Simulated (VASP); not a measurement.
Set up this calculation in VASP 6.6.1, as the native input.

```
Task                            : G0W0 quasiparticle levels
Functional                      : r2SCAN
Potentials or basis             : VASP PAW PBE potentials, release 64 (Li_GW, H_GW)
Cutoff                          : 500 eV
k mesh                          : 6 × 6 × 6
Occupations                     : gaussian, width 0.01 eV
Spin                            : no spin polarisation
Dipole correction               : no
GW scheme                       : G0W0
GW iterations                   : 1
Cutoff of the response function : 140
Frequency points                : 96
Empty bands                     : 74
Further INCAR settings          : ALGO = EVGW0; EDIFF = 1e-08; NBANDS = 75
```

The system is LiH.

```xyz
2
Lattice="0.0000 2.1451 2.1451 2.1451 0.0000 2.1451 2.1451 2.1451 0.0000" Properties=species:S:1:pos:R:3 pbc="T T T"
Li    0.0000    0.0000    0.0000
H     1.0726    1.0726    1.0726
```

One way to write it, as run:

POSCAR

```
LiH
1.0
    0.0000000000      2.1451220101      2.1451220101
    2.1451220101      0.0000000000      2.1451220101
    2.1451220101      2.1451220101      0.0000000000
Li H
1 1
Direct
    0.0000000000      0.0000000000      0.0000000000
    0.2500000000      0.2500000000      0.2500000000
```

INCAR.step1

```
  PREC = Accurate
  ENCUT = 500
  EDIFF = 1E-8
  ISMEAR = 0
  SIGMA = 0.01
  LREAL = False
  LASPH = True
  NELM = 100
  ALGO = Normal
  LWAVE = True
  LCHARG = False
  METAGGA = R2SCAN
  LMIXTAU = True
```

INCAR.step2

```
  PREC = Accurate
  ENCUT = 500
  EDIFF = 1E-8
  ISMEAR = 0
  SIGMA = 0.01
  LREAL = False
  LASPH = True
  NELM = 1
  ALGO = Exact
  LWAVE = True
  LCHARG = False
  METAGGA = R2SCAN
  LMIXTAU = True
  NBANDS = 75
  LOPTICS = True
  ISTART = 1
```

INCAR.step3

```
  PREC = Accurate
  ENCUT = 500
  EDIFF = 1E-8
  ISMEAR = 0
  SIGMA = 0.01
  LREAL = False
  LASPH = True
  ALGO = EVGW0
  LWAVE = False
  LCHARG = False
  METAGGA = R2SCAN
  LMIXTAU = True
  NELMGW = 1
  NBANDS = 75
  ENCUTGW = 140.0
  NOMEGA = 96
  PRECFOCK = Fast
  ISTART = 1
  NBANDSGW = 9
  OMEGAMAX = 30
```

KPOINTS

```
regular mesh
0
Gamma
  6 6 6
```

Potentials or basis: VASP PAW PBE potentials, release 64 (Li_GW, H_GW).

Command:

```sh
$ cat potpaw_PBE.64/Li_GW/POTCAR potpaw_PBE.64/H_GW/POTCAR > POTCAR
$ cp INCAR.step1 INCAR
$ mpirun -np 1 vasp_std > vasp.out
$ cp INCAR.step2 INCAR
$ mpirun -np 1 vasp_std > vasp.out
$ cp INCAR.step3 INCAR
$ mpirun -np 1 vasp_std > vasp.out
```

Results of the run:

```json
{"Quasiparticle gap": "6.87 eV", "Least direct quasiparticle gap": "7.92 eV", "Band gap of the starting levels on the mesh": "4.79 eV", "Least direct gap of the starting levels on the mesh": "5.78 eV"}
```

Caveat: the k points lie up to 0.42 Å⁻¹ apart; bands, screening cutoff and mesh are small and nothing is extrapolated, so the quasiparticle values aren't converged; the structure was generated, so it needn't be the stable form of LiH.

Run time: 2.2 min on 1 thread of Intel(R) Xeon(R) 6975P-C (Granite Rapids), with other jobs on the host, peak memory 0.33 GiB.
